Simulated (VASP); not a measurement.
Input of a VASP 6.6.1 run:

Contents of INCAR:

```
SYSTEM = MoS2
ALGO = Normal
EDIFF = 1E-6
ENCUT = 500
GGA = PE
GGA_COMPAT = .FALSE.
ISIF = 2
ISMEAR = 0
IVDW = 12
LASPH = .TRUE.
LCHARG = .FALSE.
LREAL = .FALSE.
LWAVE = .FALSE.
NBANDS = 20
NELM = 120
PREC = Accurate
SIGMA = 0.05
```

KPOINTS

```
k-points
0
G
  12 12 6
  0 0 0
```

POSCAR

```
MoS2
1.0
    3.1494351579      0.0000000000      0.0000000000
   -1.5747175790      2.7274908543      0.0000000000
    0.0000000000      0.0000000000      6.6448340996
Mo S
1 2
Direct
    0.0000000000      0.0000000000      0.0000000000
    0.3333333333      0.6666666667      0.2357940733
    0.3333333333      0.6666666667      0.7642059267
```

Potentials or basis: VASP PAW PBE potentials, release 64 (Mo_sv, S).

The run is started by

```bash
$ cat potpaw_PBE.64/Mo_sv/POTCAR potpaw_PBE.64/S/POTCAR > POTCAR
$ mpirun -np 1 vasp_std > vasp.out
```

Estimate the pressure.

-0.1 GPa.

Estimate the band gap on the k mesh.

1.22 eV, indirect (least direct gap 1.76 eV).

Forces on the atoms (eV/Å):
```
Mo   0.000  0.000  0.000
S    0.000  0.000 -0.014
S    0.000  0.000  0.014
```

A k mesh can miss the band edges. PBE gaps usually lie below the measured ones, often by a third to a half.
